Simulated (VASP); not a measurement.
# GaAs (F-43m) in VASP: a series of runs, part 2 of 2

VASP 6.6.1. Earlier steps stand in the parts before.

## Step 4: Single point, PBEsol

The input, INCAR:

```
SYSTEM = GaAs
PREC = Accurate ; ENCUT = 520
EDIFF = 1E-6 ; ISMEAR = 0
SIGMA = 0.02 ; LREAL = .False.
LASPH = .True. ; NELM = 60
ALGO = Normal ; ISIF = 2
LWAVE = .False. ; LCHARG = .False.
GGA = PS ; NBANDS = 16
```

The input, KPOINTS:

```
Automatic mesh
0
Gamma
  12 12 12
  0 0 0
```

The input, POSCAR:

```
GaAs
1.0
    0.0000000000      2.8291375179      2.8291375179
    2.8291375179      0.0000000000      2.8291375179
    2.8291375179      2.8291375179      0.0000000000
Ga As
1 1
Direct
    0.0000000000      0.0000000000      0.0000000000
    0.2500000000      0.2500000000      0.2500000000
```

Potentials or basis: VASP PAW PBE potentials, release 64 (Ga_d, As).

Run with:

```
$ cat potpaw_PBE.64/Ga_d/POTCAR potpaw_PBE.64/As/POTCAR > POTCAR
$ mpirun -np 1 vasp_std > vasp.out
```

OUTCAR:

```text
SYSTEM = GaAs
   PREC = Accurate
   ENCUT = 520
   EDIFF = 1E-6
   ISMEAR = 0
   LREAL = .False.
   LASPH = .True.
   NELM = 60
   ISIF = 2
   GGA = PS

 ion  position               nearest neighbor table
   1  0.000  0.000  0.000-   2 2.45   2 2.45   2 2.45   2 2.45
   2  0.250  0.250  0.250-   1 2.45   1 2.45   1 2.45   1 2.45

  LATTYP: Found a face centered cubic cell.
 ALAT       =     5.6582750358

  Lattice vectors:

 A1 = (   0.0000000000,   2.8291375179,   2.8291375179)
 A2 = (   2.8291375179,   0.0000000000,   2.8291375179)
 A3 = (   2.8291375179,   2.8291375179,   0.0000000000)
[... 625 lines left out ...]
      4     -10.9094      2.00000
      5     -10.9058      2.00000
      6      -6.9951      2.00000
[... 8 lines left out ...]
     15      14.0909      0.00000
     16      14.7605      0.00000

 [... further k-points ...]
[... 5 lines left out ...]
  --------------------------------------------------------------------------------------
  -------------------------------------------------------------------------------------
  Total        0.0556111      0.0556111      0.0556111      0.0000000      0.0000000      0.0000000
  in kB        1.9673423      1.9673423      1.9673423      0.0000000      0.0000000      0.0000000
  external PRESSURE =       1.9673423 kB  Pullay stress =       0.0000000 kB

 VOLUME and BASIS-vectors are now :
 -----------------------------------------------------------------------------
  energy-cutoff  :      520.00
  volume of cell :       45.29
      direct lattice vectors                 reciprocal lattice vectors
     0.000000000  2.829137518  2.829137518    -0.176732307  0.176732307  0.176732307
     2.829137518  0.000000000  2.829137518     0.176732307 -0.176732307  0.176732307
     2.829137518  2.829137518  0.000000000     0.176732307  0.176732307 -0.176732307

 POSITION                                       TOTAL-FORCE (eV/Angst)
 -----------------------------------------------------------------------------------
      0.00000      0.00000      0.00000        -0.000000     -0.000000     -0.000000
      1.41457      1.41457      1.41457         0.000000      0.000000      0.000000
 -----------------------------------------------------------------------------------
    total drift:                                0.000000      0.000000      0.000000

  FREE ENERGIE OF THE ION-ELECTRON SYSTEM (eV)
  ---------------------------------------------------
  free  energy   TOTEN  =        -9.0925039733 eV

  energy  without entropy=       -9.0925039733  energy(sigma->0) =       -9.09250397
```

OSZICAR:

```text
N       E                     dE             d eps       ncg     rms          rms(c)
DAV:   1     0.813818622078E+02    0.81382E+02   -0.88991E+03  2384   0.155E+03
DAV:   2    -0.282355195940E+01   -0.84205E+02   -0.80344E+02  2640   0.306E+02
DAV:   3    -0.919504950765E+01   -0.63715E+01   -0.63498E+01  2728   0.661E+01
DAV:   4    -0.928943920542E+01   -0.94390E-01   -0.94373E-01  2920   0.877E+00
DAV:   5    -0.929074387451E+01   -0.13047E-02   -0.13047E-02  2800   0.932E-01    0.293E+00
DAV:   6    -0.912553000722E+01    0.16521E+00   -0.22476E-01  3568   0.917E+00    0.173E+00
DAV:   7    -0.909409969735E+01    0.31430E-01   -0.58744E-02  3432   0.202E+00    0.534E-01
DAV:   8    -0.909229107813E+01    0.18086E-02   -0.91989E-03  2896   0.109E+00    0.105E-01
DAV:   9    -0.909245219179E+01   -0.16111E-03   -0.68393E-04  2888   0.323E-01    0.421E-02
DAV:  10    -0.909248342205E+01   -0.31230E-04   -0.50288E-05  3464   0.713E-02    0.226E-02
DAV:  11    -0.909250396937E+01   -0.20547E-04   -0.23631E-05  2584   0.488E-02    0.263E-03
DAV:  12    -0.909250397332E+01   -0.39481E-08   -0.79030E-07  2296   0.140E-02
   1 F= -.90925040E+01 E0= -.90925040E+01  d E =-.264872E-32
```

stdout:

```text
POSCAR found type information on POSCAR GaAs
 POSCAR found :  2 types and       2 ions
 scaLAPACK will be used
 -----------------------------------------------------------------------------
|                                                                             |
|                                                                             |
|     You enforced a specific xc type in the INCAR file but a different       |
|     I HOPE YOU KNOW WHAT YOU ARE DOING!                                     |
|                                                                             |
 -----------------------------------------------------------------------------

 LDA part: xc-table for (Slater+PW92), standard interpolation
 POSCAR, INCAR and KPOINTS ok, starting setup
 FFT: planning ... GRIDC
 FFT: planning ... GRID_SOFT
 FFT: planning ... GRID
 WAVECAR not read
 entering main loop
```

Run time: 43 s. Hardware: 1 thread of Intel Xeon Platinum 8259CL at 2.50GHz (Skylake/Cascade Lake), shared host; peak memory 0.2 GiB.

Results:

- Free energy: -9.0925 eV
- Pressure: 0.2 GPa
- Band gap on the k mesh: 0.44 eV, direct

Caveat: the PAW data sets were made with another functional, which shifts forces and pressure a little. Expect the measured gap to be larger: semilocal functionals such as PBEsol lack the derivative discontinuity.

## Step 5: Single point, PBEsol

This run uses another cell than the first one, of 22.59 Å³/atom, 0.998 times its volume.

The input, INCAR:

```
SYSTEM = GaAs
ALGO     = Normal         ! electronic algorithm
EDIFF    = 1E-6           ! SCF threshold, eV
ENCUT    = 500            ! plane-wave cutoff, eV
GGA      = PS             ! functional
GGA_COMPAT= .FALSE.      
ISIF     = 2              ! what is computed and relaxed
ISMEAR   = 0              ! smearing method
LASPH    = .TRUE.         ! aspherical terms in the spheres
LCHARG   = .FALSE.        ! write CHGCAR
LREAL    = .FALSE.        ! projectors in reciprocal space
LWAVE    = .FALSE.        ! write WAVECAR
NBANDS   = 16             ! bands
NELM     = 120            ! most SCF steps
PREC     = Accurate       ! precision mode
SIGMA    = 0.1            ! smearing width, eV
```

The input, KPOINTS:

```
k-points
0
G
  6 6 6
  0 0 0
```

The input, POSCAR:

```
GaAs
1.0
    0.0000000000      2.8268500000      2.8268500000
    2.8268500000      0.0000000000      2.8268500000
    2.8268500000      2.8268500000      0.0000000000
Ga As
1 1
Direct
    0.0000000000      0.0000000000      0.0000000000
    0.2500000000      0.2500000000      0.2500000000
```

Potentials or basis: VASP PAW PBE potentials, release 64 (Ga_d, As).

Run with:

```
$ cat potpaw_PBE.64/Ga_d/POTCAR potpaw_PBE.64/As/POTCAR > POTCAR
$ mpirun -np 1 vasp_std > vasp.out
```

OUTCAR:

```text
SYSTEM = GaAs
   EDIFF = 1E-6
   ENCUT = 500
   GGA = PS
   ISIF = 2
   ISMEAR = 0
   LASPH = .TRUE.
   LREAL = .FALSE.
   NELM = 120
   PREC = Accurate

 ion  position               nearest neighbor table
   1  0.000  0.000  0.000-   2 2.45   2 2.45   2 2.45   2 2.45
   2  0.250  0.250  0.250-   1 2.45   1 2.45   1 2.45   1 2.45

  LATTYP: Found a face centered cubic cell.
 ALAT       =     5.6537000000

  Lattice vectors:

 A1 = (   0.0000000000,   2.8268500000,   2.8268500000)
[... 479 lines left out ...]

------------------------ aborting loop because EDIFF is reached ----------------------------------------

  FORCE on cell =-STRESS in cart. coord.  units (eV):
  Direction    XX          YY          ZZ          XY          YZ          ZX
  --------------------------------------------------------------------------------------
  -------------------------------------------------------------------------------------
  Total        0.0914535      0.0914535      0.0914535      0.0000000      0.0000000      0.0000000
  in kB        3.2431904      3.2431904      3.2431904      0.0000000      0.0000000      0.0000000
  external PRESSURE =       3.2431904 kB  Pullay stress =       0.0000000 kB

 VOLUME and BASIS-vectors are now :
 -----------------------------------------------------------------------------
  energy-cutoff  :      500.00
  volume of cell :       45.18
      direct lattice vectors                 reciprocal lattice vectors
     0.000000000  2.826850000  2.826850000    -0.176875321  0.176875321  0.176875321
     2.826850000  0.000000000  2.826850000     0.176875321 -0.176875321  0.176875321
     2.826850000  2.826850000  0.000000000     0.176875321  0.176875321 -0.176875321

 POSITION                                       TOTAL-FORCE (eV/Angst)
 -----------------------------------------------------------------------------------
      0.00000      0.00000      0.00000         0.000000      0.000000      0.000000
      1.41342      1.41342      1.41342        -0.000000     -0.000000     -0.000000
 -----------------------------------------------------------------------------------
    total drift:                               -0.000000     -0.000000      0.000000

  FREE ENERGIE OF THE ION-ELECTRON SYSTEM (eV)
  ---------------------------------------------------
  free  energy   TOTEN  =        -9.0658532124 eV

  energy  without entropy=       -9.0658478750  energy(sigma->0) =       -9.06585054
```

OSZICAR:

```text
N       E                     dE             d eps       ncg     rms          rms(c)
DAV:   1     0.822303793689E+02    0.82230E+02   -0.87413E+03   520   0.149E+03
DAV:   2    -0.264352280742E+01   -0.84874E+02   -0.80892E+02   568   0.309E+02
DAV:   3    -0.916956050038E+01   -0.65260E+01   -0.65018E+01   648   0.666E+01
DAV:   4    -0.926947464004E+01   -0.99914E-01   -0.99905E-01   608   0.910E+00
DAV:   5    -0.927087055830E+01   -0.13959E-02   -0.13959E-02   656   0.934E-01    0.295E+00
DAV:   6    -0.910010181705E+01    0.17077E+00   -0.22780E-01   776   0.925E+00    0.174E+00
DAV:   7    -0.906740264521E+01    0.32699E-01   -0.60860E-02   776   0.206E+00    0.537E-01
DAV:   8    -0.906562171259E+01    0.17809E-02   -0.97828E-03   640   0.112E+00    0.107E-01
DAV:   9    -0.906579657718E+01   -0.17486E-03   -0.71085E-04   632   0.328E-01    0.426E-02
DAV:  10    -0.906583115791E+01   -0.34581E-04   -0.52774E-05   720   0.738E-02    0.229E-02
DAV:  11    -0.906585320054E+01   -0.22043E-04   -0.25150E-05   552   0.505E-02    0.264E-03
DAV:  12    -0.906585321239E+01   -0.11851E-07   -0.84231E-07   496   0.144E-02
   1 F= -.90658532E+01 E0= -.90658505E+01  d E =-.533741E-05
```

Run time: 24 s. Hardware: 1 thread of Intel Xeon 8259CL, shared host; peak memory 0.17 GiB.

Results:

```
Free energy            : -9.0659 eV
Pressure               : 0.3 GPa
Band gap on the k mesh : 0.45 eV, direct
```

Caveat: the PAW data sets were made with another functional, which shifts forces and pressure a little.

## Step 6: Summary

```csv
level,potentials or basis,cell,k mesh,cutoff (eV),smearing,gap on the mesh (eV),pressure (GPa)
LDA,"VASP PAW LDA potentials, release 64 (Ga_d, As)","a = 4.001 Å, angles 60.0°, 2 atoms",12 × 12 × 12,520,gaussian 0.02 eV,0.31,-1.8
PBEsol,"VASP PAW PBE potentials, release 64 (Ga_d, As)","a = 4.001 Å, angles 60.0°, 2 atoms",12 × 12 × 12,520,gaussian 0.02 eV,0.44,0.2
PBEsol,"VASP PAW PBE potentials, release 64 (Ga_d, As)","a = 3.998 Å, angles 60.0°, 2 atoms",6 × 6 × 6,500,gaussian 0.1 eV,0.45,0.3
```

Alike in all rows: task single point; no spin polarisation.

Caveats: the PAW data sets were made with another functional, which shifts forces and pressure a little (some runs).

Absolute energies hang on the potentials; compare differences alone.
